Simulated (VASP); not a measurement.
## CsI: single point with HF

Crystal: CsI.

```
Cs I
1.0
     4.60808    0.00000    0.00000
     0.00000    4.60808    0.00000
     0.00000    0.00000    4.60808
Cs I
1 1
Direct
  0.00000 0.00000 0.00000
  0.50000 0.50000 0.50000
```

```
Program             : VASP 6.6.1
Task                : single point
Functional          : HF
Potentials or basis : VASP PAW PBE potentials, release 64 (Cs_sv, I)
Cutoff              : 400 eV
k mesh              : 4 × 4 × 4
Occupations         : gaussian, width 0.01 eV
Spin                : no spin polarisation
```

- Pressure: 2.0 GPa
- Band gap on the k mesh: 10.89 eV (least direct gap 11.01 eV)

Levels at points of the mesh, in eV from the valence-band top:
| k point | band 4 | band 5 | band 6 | band 7 | band 8 | band 9 | band 10 | band 11 | band 12 | band 13 |
| --- | --- | --- | --- | --- | --- | --- | --- | --- | --- | --- |
| (0.00, 0.00, 0.00) | -8.75 | -8.75 | -0.11 | -0.11 | -0.11 | 10.89 | 11.15 | 11.15 | 15.64 | 15.64 |
| (0.50, 0.00, 0.00) | -8.66 | -8.66 | -1.88 | -0.27 | -0.27 | 12.50 | 13.66 | 13.93 | 14.17 | 15.84 |
| (0.50, 0.50, 0.00) | -9.19 | -8.62 | -1.12 | -1.12 | 0.00 | 11.22 | 12.10 | 13.52 | 13.52 | 17.27 |
| (0.50, 0.50, 0.50) | -9.01 | -9.01 | -1.60 | -1.60 | -1.60 | 14.35 | 14.35 | 14.35 | 15.75 | 15.75 |

Run time: 4.9 min on 1 thread of Intel(R) Xeon(R) Platinum 8488C (Sapphire Rapids), with other jobs on the host, peak memory 0.18 GiB.

Caveat: the PAW data sets were made with another functional, which shifts forces and pressure a little; spin-orbit coupling is left out, which moves the levels of the heavy elements. A k mesh can miss the band edges.
